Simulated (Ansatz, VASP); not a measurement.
**Sn: VASP beside Ansatz**

The input INCAR:

```
SYSTEM = Sn
PREC = Accurate ; ENCUT = 500
EDIFF = 1E-7 ; ISMEAR = 1
SIGMA = 0.2 ; LREAL = .False.
LASPH = .True. ; NELM = 120
ALGO = Normal ; ISIF = 3
LWAVE = .False. ; LCHARG = .False.
GGA = PE ; IBRION = 2
NSW = 100 ; EDIFFG = -0.002
GGA_COMPAT = .False. ; NELMIN = 4
```

Contents of KPOINTS:

```
Automatic mesh
0
Gamma
  16 16 16
  0 0 0
```

Contents of POSCAR:

```
Sn
1.0
   -2.9196440750      2.9196440750      1.5938000000
    2.9196440750     -2.9196440750      1.5938000000
    2.9196440750      2.9196440750     -1.5938000000
Sn
2
Direct
    0.0000000000      0.0000000000      0.0000000000
    0.7500000000      0.2500000000      0.5000000000
```

Input for Ansatz:

```yaml
crystal:
  lattice:
    - [-2.919644075, 2.919644075, 1.5938]
    - [2.919644075, -2.919644075, 1.5938]
    - [2.919644075, 2.919644075, -1.5938]
  atoms:
    - { symbol: Sn, position: [0.0, 0.0, 0.0] }
    - { symbol: Sn, position: [0.75, 0.25, 0.5] }
basis:
  ecutwfc: 420
kpoints:
  mp_grid: { grid: [16, 16, 16] }
hamiltonian:
  xc: pbe
  pseudopotentials: { kind: paw }
scf:
  occupations: { method: methfessel_paxton, width: 0.2 }
output:
  forces: true
  stress: true
  eigenvalues: true
  write_density: true
  write_potential: true
  elf: true
  volumetric_format: npy
relax:
  adjacent_minimum: "off"
  f_tol: 0.002
  max_steps: 80
  cell: { stress_tol: 0.02 }
```

Alike in both runs: task relaxation of cell and atoms; functional PBE; k mesh 16 × 16 × 16; occupations methfessel-paxton of order 1, width 0.2 eV; no spin polarisation.

```csv
,VASP,Ansatz
version,VASP 6.6.1,Ansatz 0.2.0
potentials or method,"VASP PAW PBE potentials, release 64 (Sn_d), cutoff 500 eV","scalar-relativistic, plane waves, PAW"
valence electrons in the cell,28,28
```

```tsv
	VASP	Ansatz	Ansatz less VASP
gap on the k mesh at the Fermi level, each at its own relaxed structure (eV)	none	none	-
relaxed volume (Å³/atom)	28.38	28.40	+0.021
relaxed cell length with the largest relative difference (Å)	4.500	4.501	+0.0010
```

A gap of «none» marks a metal or a gap that the smearing closes.
